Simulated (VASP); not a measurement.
# Os (I4/mmm) in VASP: further runs

Runs on Os. Level: PBEsol. Tasks: single point.

Everything below comes from runs of VASP 6.6.1. Logs are shortened: lines on timing, memory, paths and dates and some standing lists are left out, and cuts for length are marked.

## 1. The cell of the first run

The structure is tetragonal, space group I4/mmm (No. 139). Conventional cell: a = 2.828 Å, b = 2.828 Å, c = 3.680 Å, α = 90.00°, β = 90.00°, γ = 90.00°. Within 3.7 Å of Os (site symmetry 4/mmm) lie 14 Os at 2.72 to 3.68 Å.

## 2. Single point, PBEsol

File INCAR:

```
PREC = Accurate
ENCUT = 520
EDIFF = 1E-6
ISMEAR = 0
SIGMA = 0.15
LREAL = F
LASPH = T
NELM = 100
ALGO = Fast
ISIF = 2
LWAVE = F
LCHARG = F
GGA = PS
NBANDS = 10
```

File KPOINTS:

```
Automatic mesh
0
Gamma
  24 24 24
```

File POSCAR:

```
Os
1.0
    0.0000000000      1.9998173407      1.8398319534
    1.9998173407      0.0000000000      1.8398319534
    1.9998173407      1.9998173407      0.0000000000
Os
1
Direct
    0.0000000000      0.0000000000      0.0000000000
```

Potentials or basis: VASP PAW PBE potentials, release 64 (Os).

On the command line:

```
$ cat potpaw_PBE.64/Os/POTCAR > POTCAR
$ mpirun -np 1 vasp_std > vasp.out
```

OUTCAR:

```text
PREC = Accurate
   ENCUT = 520
   EDIFF = 1E-6
   ISMEAR = 0
   LREAL = F
   LASPH = T
   NELM = 100
   ISIF = 2
   GGA = PS

 ion  position               nearest neighbor table
   1  0.000  0.000  0.000-

  LATTYP: Found a body centered tetragonal cell.
 ALAT       =     2.8281688055
 C/A-ratio  =     1.3010764774

  Lattice vectors:

 A1 = (   0.0000000000,  -1.9998173407,  -1.8398319534)
 A2 = (   0.0000000000,   1.9998173407,  -1.8398319534)
 A3 = (   1.9998173407,   0.0000000000,   1.8398319534)

Analysis of symmetry for initial positions (statically):
=====================================================================
 Subroutine PRICEL returns:
 Original cell was already a primitive cell.

 Routine SETGRP: Setting up the symmetry group for a
 body centered tetragonal supercell.

 Subroutine GETGRP returns: Found 16 space group operations
 (whereof 16 operations were pure point group operations)
 out of a pool of 16 trial point group operations.

The static configuration has the point symmetry D_4h.

Analysis of symmetry for dynamics (positions and initial velocities):
=====================================================================
 Subroutine PRICEL returns:
 Original cell was already a primitive cell.

 Routine SETGRP: Setting up the symmetry group for a
 body centered tetragonal supercell.

 Subroutine GETGRP returns: Found 16 space group operations
 (whereof 16 operations were pure point group operations)
 out of a pool of 16 trial point group operations.

The dynamic configuration has the point symmetry D_4h.

 Subroutine INISYM returns: Found 16 space group operations
 (whereof 16 operations are pure point group operations),
 and found     1 'primitive' translations

----------------------------------------------------------------------------------------

                                     Primitive cell

  volume of cell :      14.7160

  direct lattice vectors                    reciprocal lattice vectors
     0.000000000  1.999817341  1.839831953    -0.250022834  0.250022834  0.271763951
     1.999817341  0.000000000  1.839831953     0.250022834 -0.250022834  0.271763951
     1.999817341  1.999817341  0.000000000     0.250022834  0.250022834 -0.271763951

  length of vectors
     2.717397839  2.717397839  2.828168805     0.445957936  0.445957936  0.445957936

  position of ions in fractional coordinates (direct lattice)
     0.000000000  0.000000000  0.000000000

  ion indices of the primitive-cell ions
   primitive index   ion index
                 1           1

----------------------------------------------------------------------------------------

 KPOINTS: Automatic mesh

Automatic generation of k-mesh.
 Grid dimensions read from file:
 generate k-points for:   24   24   24

 Generating k-lattice:

  Cartesian coordinates                     Fractional coordinates (reciprocal lattice)
    -0.010417618  0.010417618  0.011323498     0.041666667 -0.000000000  0.000000000
     0.010417618 -0.010417618  0.011323498    -0.000000000  0.041666667  0.000000000
     0.010417618  0.010417618 -0.011323498     0.000000000  0.000000000  0.041666667

  Length of vectors
     0.018581581  0.018581581  0.018581581

  Shift w.r.t. Gamma in fractional coordinates (k-lattice)
     0.000000000  0.000000000  0.000000000

 Subroutine IBZKPT returns following result:
 ===========================================

 Found   1063 irreducible k-points:

 Following reciprocal coordinates:
            Coordinates               Weight
  0.000000  0.000000  0.000000      1.000000
  0.041667  0.000000  0.000000      8.000000
  0.083333 -0.000000  0.000000      8.000000
  0.125000  0.000000  0.000000      8.000000
  0.166667 -0.000000  0.000000      8.000000
  0.208333  0.000000  0.000000      8.000000
[... 16 lines left out ...]
  0.416667  0.041667  0.000000      8.000000
  0.458333  0.041667  0.000000      8.000000
 [... further k-points ...]
   k-points           NKPTS =   1063   k-points in BZ     NKDIM =   1063   number of bands    NBANDS=     10
   number of dos      NEDOS =    301   number of ions     NIONS =      1
   total plane-waves  NPLWV =   9600
   dimension x,y,z NGX =    20 NGY =   20 NGZ =   24
   dimension x,y,z NGXF=    40 NGYF=   40 NGZF=   48
   ions per type =               1
   NGX,Y,Z   is equivalent  to a cutoff of  12.24, 12.24, 14.11 a.u.
   NGXF,Y,Z  is equivalent  to a cutoff of  24.47, 24.47, 28.22 a.u.
 SYSTEM =  unknown system
   PREC   = accura    normal or accurate (medium, high low for compatibility)
   ISTART =      0    job   : 0-new  1-cont  2-samecut
   ICHARG =      2    charge: 1-file 2-atom 10-const
   ISPIN  =      1    spin polarized calculation?
   LNONCOLLINEAR =      F non collinear calculations
   LSORBIT =      F    spin-orbit coupling
   LASPH  =      T    aspherical Exc in radial PAW
   ENCUT  =  520.0 eV  38.22 Ry    6.18 a.u.   5.05  5.05  5.26*2*pi/ulx,y,z
   NELM   =    100;   NELMIN=  2; NELMDL= -5     # of ELM steps
   EDIFF  = 0.1E-05   stopping-criterion for ELM
   LREAL  =      F    real-space projection
   EDIFFG = 0.1E-04   stopping-criterion for IOM
   NSW    =      0    number of steps for IOM
   IBRION =     -1    ionic relax: 0-MD 1-quasi-New 2-CG
   NFREE  =      0    steps in history (QN), initial steepest desc. (CG)
   ISIF   =      2    stress and relaxation
   ISYM   =      2    0-nonsym 1-usesym 2-fastsym
   POTIM  = 0.5000    time-step for ionic-motion
   TEBEG  =    0.0;   TEEND  =   0.0 temperature during run
   PSTRESS=    0.0 pullay stress
   NELECT =       8.0000    total number of electrons
   NUPDOWN=      -1.0000    fix difference up-down
   EMIN   =  10.00;   EMAX   =-10.00  energy-range for DOS
   EFERMI =   0.00;   METHOD = LEGACY
   ISMEAR =     0;   SIGMA  =   0.15  broadening in eV -4-tet -1-fermi 0-gaus
   EFERMI_NEDOS =   21; number of points for ismear=-14 and -15
   IALGO  =     68    algorithm
   IMIX   =      4    mixing-type and parameters
     AMIX     =   0.40;   BMIX     =  1.00
     AMIX_MAG =   1.60;   BMIX_MAG =  1.00
  volume/ion in A,a.u.               =      14.72        99.31
  Fermi-wavevector in a.u.,A,eV,Ry     =   1.336109  2.524880 24.288947  1.785187
  Thomas-Fermi vector in A             =   2.464761
   LORBIT       =      0    0 simple, 1 ext, 2 COOP (PROOUT), +10 PAW based schemes
   GGA     = PS    functional components
   LHFCALC =     F    Hartree Fock is set to
   AEXX    =    0.0000 exact exchange contribution
   IVDW    =     0    specifies the selected vdW correction
   LEPSILON=     F    determine dielectric tensor
   LRPA    =     F    only Hartree local field effects (RPA)
 non-spin polarized calculation
 RMM-DIIS sequential band-by-band and
 Gauss-broadening in eV      SIGMA  =   0.15
  energy-cutoff  :      520.00
  volume of cell :       14.72
 maximum number of plane-waves:       426
   NGX = 11   NGY = 11   NGZ = 11

 number of electron       8.0000000 magnetization

 Free energy of the ion-electron system (eV)
  ---------------------------------------------------
  ext. energy  EPLUGINS =         0.00000000
  ---------------------------------------------------
  free energy    TOTEN  =       -11.98690732 eV

  energy without entropy =      -11.97772135  energy(sigma->0) =      -11.98231433

 E-fermi :   8.4655     XC(G=0): -13.8629

 val. band max:        8.4615366468   @ k =  -0.3750   0.4167   0.1667
 cond. band min:       8.4681557727   @ k =  -0.2083   0.0833   0.2083
 fundamental gap:      0.0066191258
 Fermi energy:         8.4655006672

 k-point     1 :       0.0000    0.0000    0.0000
  band No.  band energies     occupation
      1      -1.9812      2.00000
      2       5.3461      2.00000
      3       5.3461      2.00000
      4       6.3998      2.00000
      5       7.7384      2.00000
      6       9.0873      0.00000
      7      22.8600      0.00000
      8      27.3560      0.00000
      9      27.3560      0.00000
     10      30.1986      0.00000

 k-point     2 :       0.0417    0.0000    0.0000
  band No.  band energies     occupation
      1      -1.9034      2.00000
      2       5.3358      2.00000
      3       5.3804      2.00000
      4       6.3963      2.00000
      5       7.7245      2.00000
      6       9.0528      0.00000
      7      23.0028      0.00000
      8      27.2058      0.00000
      9      27.4866      0.00000
     10      29.9487      0.00000

 k-point     3 :       0.0833   -0.0000    0.0000
  band No.  band energies     occupation
      1      -1.6746      2.00000
      2       5.2924      2.00000
      3       5.4728      2.00000
      4       6.4042      2.00000
      5       7.6968      2.00000
      6       8.9596      0.00000
      7      23.4101      0.00000
      8      26.6519      0.00000
      9      27.8725      0.00000
     10      29.8427      0.00000

 k-point     4 :       0.1250    0.0000    0.0000
  band No.  band energies     occupation
      1      -1.3085      2.00000
      2       5.1992      2.00000
      3       5.5884      2.00000
      4       6.4549      2.00000
      5       7.6983      2.00000
      6       8.8374      0.00045
      7      24.0062      0.00000
      8      25.7717      0.00000
      9      28.4969      0.00000
     10      30.2430      0.00000
[... 222 lines left out ...]
 k-point    22 :       0.3750    0.0417    0.0000
  band No.  band energies     occupation
      1       1.1648      2.00000
      2       5.2477      2.00000
      3       6.0985      2.00000
      4       6.3399      2.00000
      5       9.5852      0.00000
      6      10.2177      0.00000
      7      19.5114      0.00000
      8      23.6024      0.00000
      9      29.2738      0.00000
     10      31.3998      0.00000

 k-point    23 :       0.4167    0.0417    0.0000
  band No.  band energies     occupation
      1       1.2262      2.00000
      2       5.1249      2.00000
      3       6.2026      2.00000
      4       6.8476      2.00000
      5      10.0495      0.00000
      6      10.6803      0.00000
      7      18.3433      0.00000
      8      22.9282      0.00000
      9      28.3375      0.00000
     10      30.3376      0.00000

 k-point    24 :       0.4583    0.0417    0.0000
  band No.  band energies     occupation
      1       1.2367      2.00000
      2       5.0381      2.00000
      3       6.1021      2.00000
      4       7.5268      2.00000
      5      10.4372      0.00000
      6      10.9849      0.00000
      7      17.3636      0.00000
      8      22.5079      0.00000
      9      27.7399      0.00000
     10      29.5554      0.00000

 [... further k-points ...]

------------------------ aborting loop because EDIFF is reached ----------------------------------------

  FORCE on cell =-STRESS in cart. coord.  units (eV):
  Direction    XX          YY          ZZ          XY          YZ          ZX
  --------------------------------------------------------------------------------------
  -------------------------------------------------------------------------------------
  Total       -2.5832635     -2.5832635     -0.0393813      0.0000000      0.0000000      0.0000000
  in kB     -281.2486685   -281.2486685     -4.2875740      0.0000000      0.0000000      0.0000000
  external PRESSURE =    -188.9283037 kB  Pullay stress =       0.0000000 kB

 VOLUME and BASIS-vectors are now :
 -----------------------------------------------------------------------------
  energy-cutoff  :      520.00
  volume of cell :       14.72
      direct lattice vectors                 reciprocal lattice vectors
     0.000000000  1.999817341  1.839831953    -0.250022834  0.250022834  0.271763951
     1.999817341  0.000000000  1.839831953     0.250022834 -0.250022834  0.271763951
     1.999817341  1.999817341  0.000000000     0.250022834  0.250022834 -0.271763951

 POSITION                                       TOTAL-FORCE (eV/Angst)
 -----------------------------------------------------------------------------------
      0.00000      0.00000      0.00000        -0.000000      0.000000      0.000000
 -----------------------------------------------------------------------------------
    total drift:                               -0.000000      0.000000      0.000000

  FREE ENERGIE OF THE ION-ELECTRON SYSTEM (eV)
  ---------------------------------------------------
  free  energy   TOTEN  =       -11.9869073194 eV

  energy  without entropy=      -11.9777213456  energy(sigma->0) =      -11.98231433
```

Wall time 2.8 min (1 thread of Intel Xeon 8259CL, shared host); peak memory 0.28 GiB.

What came out:

- Free energy: -11.9869 eV
- Pressure: -18.9 GPa
- Band gap on the k mesh: zero (bands 4 and 5 overlap by 4.51 eV)

Caveat: the stress differs along the axes, from -28 to -0 GPa; the PAW data sets were made with another functional, which shifts forces and pressure a little; spin-orbit coupling is left out, which moves the levels of the heavy elements.

(Part 1 of 2 ends here.)
